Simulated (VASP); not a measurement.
# TePb (Fm-3m) in VASP: notebook

The runs below take TePb through relaxation of cell and atoms, with PBEsol.

Program: VASP 6.6.1. These are calculated values, not measurements. Logs are shortened: lines on timing, memory, paths and dates and some standing lists are left out, and cuts for length are marked.

## Step 1: The cell of the first run

It takes space group Fm-3m (No. 225, cubic). Conventional cell: a = 6.443 Å, b = 6.443 Å, c = 6.443 Å, α = 90.00°, β = 90.00°, γ = 90.00°. Te (site symmetry m-3m) has 6 Pb at 3.22 Å within 4.2 Å. Pb (site symmetry m-3m) has 6 Te at 3.22 Å within 4.2 Å.

## Step 2: Relaxation of cell and atoms, PBEsol, target pressure 4 GPa, at which the enthalpy is minimised

Contents of INCAR:

```
SYSTEM = TePb
ALGO = Normal
EDIFF = 1E-6
EDIFFG = -0.002
ENCUT = 600
GGA = PS
IBRION = 2
ISIF = 3
ISMEAR = 0
LASPH = .True.
LCHARG = .False.
LREAL = .False.
LWAVE = .False.
NELM = 80
NSW = 100
PREC = Accurate
PSTRESS = 40.0
SIGMA = 0.01
```

Contents of KPOINTS:

```
k-points
0
Gamma
  8 8 8
  0 0 0
```

Contents of POSCAR:

```
TePb
1.0
    0.0000000000      3.2213304674      3.2213304674
    3.2213304674      0.0000000000      3.2213304674
    3.2213304674      3.2213304674      0.0000000000
Te Pb
1 1
Direct
    0.5000000000      0.5000000000      0.5000000000
    0.0000000000      0.0000000000      0.0000000000
```

Potentials or basis: VASP PAW PBE potentials, release 64 (Te, Pb_d).

Started as:

```
$ cat potpaw_PBE.64/Te/POTCAR potpaw_PBE.64/Pb_d/POTCAR > POTCAR
$ mpirun -np 1 vasp_std > vasp.out
```

OUTCAR:

```text
SYSTEM = TePb
   EDIFF = 1E-6
   EDIFFG = -0.002
   ENCUT = 600
   GGA = PS
   IBRION = 2
   ISIF = 3
   ISMEAR = 0
   LASPH = .True.
   LREAL = .False.
   NELM = 80
   NSW = 100
   PREC = Accurate
   PSTRESS = 40.0

 ion  position               nearest neighbor table
   1  0.500  0.500  0.500-   2 3.22   2 3.22   2 3.22   2 3.22   2 3.22   2 3.22
   2  0.000  0.000  0.000-   1 3.22   1 3.22   1 3.22   1 3.22   1 3.22   1 3.22

  LATTYP: Found a face centered cubic cell.
 ALAT       =     6.4426609348

  Lattice vectors:

 A1 = (   0.0000000000,   3.2213304674,   3.2213304674)
 A2 = (   3.2213304674,   0.0000000000,   3.2213304674)
 A3 = (   3.2213304674,   3.2213304674,   0.0000000000)

Analysis of symmetry for initial positions (statically):
=====================================================================
 Subroutine PRICEL returns:
 Original cell was already a primitive cell.

 Routine SETGRP: Setting up the symmetry group for a
 face centered cubic supercell.

 Subroutine GETGRP returns: Found 48 space group operations
 (whereof 48 operations were pure point group operations)
 out of a pool of 48 trial point group operations.

The static configuration has the point symmetry O_h .

Analysis of symmetry for dynamics (positions and initial velocities):
=====================================================================
 Subroutine PRICEL returns:
 Original cell was already a primitive cell.

 Routine SETGRP: Setting up the symmetry group for a
 face centered cubic supercell.

 Subroutine GETGRP returns: Found 48 space group operations
 (whereof 48 operations were pure point group operations)
 out of a pool of 48 trial point group operations.

The dynamic configuration has the point symmetry O_h .

 Subroutine INISYM returns: Found 48 space group operations
 (whereof 48 operations are pure point group operations),
 and found     1 'primitive' translations

----------------------------------------------------------------------------------------

                                     Primitive cell

  volume of cell :      66.8553

  direct lattice vectors                    reciprocal lattice vectors
     0.000000000  3.221330467  3.221330467    -0.155215370  0.155215370  0.155215370
     3.221330467  0.000000000  3.221330467     0.155215370 -0.155215370  0.155215370
     3.221330467  3.221330467  0.000000000     0.155215370  0.155215370 -0.155215370

  length of vectors
     4.555649236  4.555649236  4.555649236     0.268840907  0.268840907  0.268840907

  position of ions in fractional coordinates (direct lattice)
     0.500000000  0.500000000  0.500000000
     0.000000000  0.000000000  0.000000000

  ion indices of the primitive-cell ions
[... 102 lines left out ...]
   AEXX    =    0.0000 exact exchange contribution
   IVDW    =     0    specifies the selected vdW correction
   LEPSILON=     F    determine dielectric tensor
   LRPA    =     F    only Hartree local field effects (RPA)
 conjugate gradient relaxation of ions
 non-spin polarized calculation
 Gauss-broadening in eV      SIGMA  =   0.01
  energy-cutoff  :      600.00
  volume of cell :       66.86
 maximum number of plane-waves:      2252
   NGX = 19   NGY = 19   NGZ = 19

--------------------------------------- Ionic step        1  -------------------------------------------

 number of electron      20.0000002 magnetization

 Free energy of the ion-electron system (eV)
  ---------------------------------------------------
  ext. energy  EPLUGINS =         0.00000000
  ---------------------------------------------------
  free energy    TOTEN  =        -8.25916500 eV

  energy without entropy =       -8.25916500  energy(sigma->0) =       -8.25916500

------------------------ aborting loop because EDIFF is reached ----------------------------------------

  FORCE on cell =-STRESS in cart. coord.  units (eV):
  Direction    XX          YY          ZZ          XY          YZ          ZX
  --------------------------------------------------------------------------------------
  -------------------------------------------------------------------------------------
  Total        0.0034178      0.0034178      0.0034178      0.0000000      0.0000000     -0.0000000
  in kB        0.0819081      0.0819081      0.0819081      0.0000000      0.0000000     -0.0000000
  external PRESSURE =     -39.9180919 kB  Pullay stress =      40.0000000 kB
[... 25 lines left out ...]
--------------------------------------- Ionic step        2  -------------------------------------------

 number of electron      20.0000002 magnetization

 E-fermi :   7.4094     XC(G=0): -10.0726

 val. band max:        7.3467112311   @ k =   0.5000   0.0000   0.0000
 cond. band min:       7.6784082784   @ k =   0.5000   0.0000   0.0000
 fundamental gap:      0.3316970473
 Fermi energy:         7.4094119441

 k-point     1 :       0.0000    0.0000    0.0000
  band No.  band energies     occupation
      1      -9.6293      2.00000
      2      -9.6293      2.00000
      3      -9.6061      2.00000
      4      -9.6061      2.00000
      5      -9.6061      2.00000
      6      -5.9473      2.00000
      7       2.0426      2.00000
      8       5.4156      2.00000
      9       5.4156      2.00000
     10       5.4156      2.00000
     11      11.4647      0.00000
     12      11.4647      0.00000
     13      11.4647      0.00000
     14      12.7221      0.00000
[... 462 lines left out ...]
  energy  without entropy=       -8.2034557478  energy(sigma->0) =       -8.20345575

  enthalpy is  TOTEN    =        -6.6536334812 eV   P V=        1.5498222666

[... ionic steps 4 to 7 ...]

--------------------------------------- Ionic step        8  -------------------------------------------

 number of electron      19.9999999 magnetization

------------------------ aborting loop because EDIFF is reached ----------------------------------------
[... 71 lines left out ...]
--------------------------------------- Ionic step       10  -------------------------------------------

 number of electron      19.9999999 magnetization

 Free energy of the ion-electron system (eV)
  ---------------------------------------------------
  ext. energy  EPLUGINS =         0.00000000
  ---------------------------------------------------
  free energy    TOTEN  =        -8.20325185 eV

  energy without entropy =       -8.20325185  energy(sigma->0) =       -8.20325185

 E-fermi :   6.7128     XC(G=0):  -9.8473

 val. band max:        6.6138004275   @ k =   0.5000   0.0000   0.0000
 cond. band min:       7.0829869969   @ k =   0.5000   0.0000   0.0000
 fundamental gap:      0.4691865693
 Fermi energy:         6.7128448588

 k-point     1 :       0.0000    0.0000    0.0000
  band No.  band energies     occupation
      1     -10.2109      2.00000
      2     -10.2109      2.00000
      3     -10.1927      2.00000
      4     -10.1927      2.00000
      5     -10.1927      2.00000
      6      -6.1837      2.00000
      7       1.1930      2.00000
      8       4.9183      2.00000
      9       4.9183      2.00000
     10       4.9183      2.00000
     11      10.7227      0.00000
     12      10.7227      0.00000
     13      10.7227      0.00000
     14      12.1426      0.00000
[... 424 lines left out ...]
  energy  without entropy=       -8.2032518464  energy(sigma->0) =       -8.20325185

  enthalpy is  TOTEN    =        -6.6536353874 eV   P V=        1.5496164590

 reached required accuracy - stopping structural energy minimisation
```

OSZICAR:

```text
N       E                     dE             d eps       ncg     rms          rms(c)
DAV:   1     0.154526794692E+03    0.15453E+03   -0.99945E+03   812   0.153E+03
DAV:   2     0.322527452301E+01   -0.15130E+03   -0.14816E+03   818   0.350E+02
DAV:   3    -0.807713834149E+01   -0.11302E+02   -0.11123E+02  1112   0.101E+02
DAV:   4    -0.836723351433E+01   -0.29010E+00   -0.28997E+00   956   0.192E+01
[... 69 lines left out ...]
       N       E                     dE             d eps       ncg     rms          rms(c)
DAV:   1    -0.820326561603E+01   -0.45140E-03   -0.44644E-04  1016   0.392E-01    0.204E-02
DAV:   2    -0.820325415322E+01    0.11463E-04   -0.24008E-05   986   0.952E-02    0.723E-03
DAV:   3    -0.820325196482E+01    0.21884E-05   -0.84518E-06   680   0.518E-02    0.130E-03
DAV:   4    -0.820325184641E+01    0.11841E-06   -0.33529E-07   406   0.596E-03
  10 F= -.66536354E+01 E0= -.66536354E+01  d E =-.685541E-05
```

Wall time 3.5 min (1 thread of Intel Xeon 8259CL, shared host); peak memory 0.23 GiB.

What came out:

- Free energy: -8.2033 eV
- Relaxed volume: 31.03 Å³/atom
- Relaxed cell: a = 4.444 Å, b = 4.444 Å, c = 4.444 Å, α = 60.00°, β = 60.00°, γ = 60.00°
- Space group after relaxing (to 0.1 Å): Fm-3m (No. 225)
- Energy change on relaxing (the run minimises the enthalpy): +28.0 meV/atom
- Ionic steps: 10
- Pressure after relaxing: 4.0 GPa
- Band gap on the k mesh: 0.47 eV

The path:
```csv
step,energy change (eV),largest force (eV/Å),pressure (GPa),volume (Å³)
1,0.0000,0.0000,0.01,66.86
2,0.1592,0.0000,7.37,59.12
3,0.0557,0.0000,3.95,62.08
4,0.0580,0.0000,4.07,61.98
5,0.0552,0.0000,4.01,62.10
6,0.0546,0.0000,3.95,62.12
7,0.0551,0.0000,3.94,62.10
8,0.0574,0.0000,4.04,62.01
9,0.0564,0.0000,4.03,62.05
10,0.0559,0.0000,4.00,62.07
```

Final structure:
```cif
data_structure
_symmetry_space_group_name_H-M 'P 1'
_symmetry_Int_Tables_number 1
_cell_length_a 4.4442
_cell_length_b 4.4442
_cell_length_c 4.4442
_cell_angle_alpha 60.000
_cell_angle_beta 60.000
_cell_angle_gamma 60.000
_cell_volume 62.07
loop_
_atom_site_label
_atom_site_type_symbol
_atom_site_fract_x
_atom_site_fract_y
_atom_site_fract_z
_atom_site_occupancy
Te1 Te 0.50000 0.50000 0.50000 1
Pb1 Pb 0.00000 0.00000 0.00000 1
```

Caveat: the cell is relaxed towards a set pressure, so the run minimises the enthalpy, not the energy; the PAW data sets were made with another functional, which shifts forces and pressure a little; spin-orbit coupling is left out, which moves the levels of the heavy elements. A k mesh can miss the band edges.

[end of part 1 of 2]
